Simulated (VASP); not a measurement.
Set up this calculation in VASP 6.6.1, as the native input.

```yaml
Task: single point
Functional: PBEsol
Potentials_or_basis: VASP PAW PBE potentials, release 64 (Mg, O)
Cutoff: 520 eV
k_mesh: 9 × 9 × 6
Occupations: gaussian, width 0.05 eV
Spin: no spin polarisation
Dipole_correction: no
Further_INCAR_settings: ALGO = Normal; EDIFF = 1e-06; NBANDS = 16
```

The structure of MgO lies in POSCAR:

```
MgO
1.0
    3.0722000000      0.0000000000      0.0000000000
   -1.5361000000      2.6606032455      0.0000000000
    0.0000000000      0.0000000000      4.6178000000
Mg O
2 2
Direct
    0.3333333333      0.6666666667      0.0036583380
    0.6666666667      0.3333333333      0.5036583380
    0.3333333333      0.6666666667      0.4009416620
    0.6666666667      0.3333333333      0.9009416620
```

The input as run:

INCAR

```
SYSTEM = MgO
ALGO     = Normal         ! electronic algorithm
EDIFF    = 1E-6           ! SCF threshold, eV
ENCUT    = 520            ! plane-wave cutoff, eV
GGA      = PS             ! functional
ISIF     = 2              ! what is computed and relaxed
ISMEAR   = 0              ! smearing method
LASPH    = .True.         ! aspherical terms in the spheres
LCHARG   = .False.        ! write CHGCAR
LREAL    = .False.        ! projectors in reciprocal space
LWAVE    = .False.        ! write WAVECAR
NBANDS   = 16             ! bands
NELM     = 60             ! most SCF steps
PREC     = Accurate       ! precision mode
SIGMA    = 0.05           ! smearing width, eV
```

KPOINTS

```
k-points
0
Gamma
  9 9 6
  0 0 0
```

Potentials or basis: VASP PAW PBE potentials, release 64 (Mg, O).

Run with:

```bash
$ cat potpaw_PBE.64/Mg/POTCAR potpaw_PBE.64/O/POTCAR > POTCAR
$ mpirun -np 1 vasp_std > vasp.out
```

It gave:

```
Pressure               : 44.2 GPa
Largest force          : 0.532 eV/Å
Band gap on the k mesh : 4.70 eV, direct
```

Caveat: the PAW data sets were made with another functional, which shifts forces and pressure a little.

It took 16 s on 1 thread of AMD EPYC 9R45 96-Core Processor (Zen 5) (shared host), peak memory 0.14 GiB.
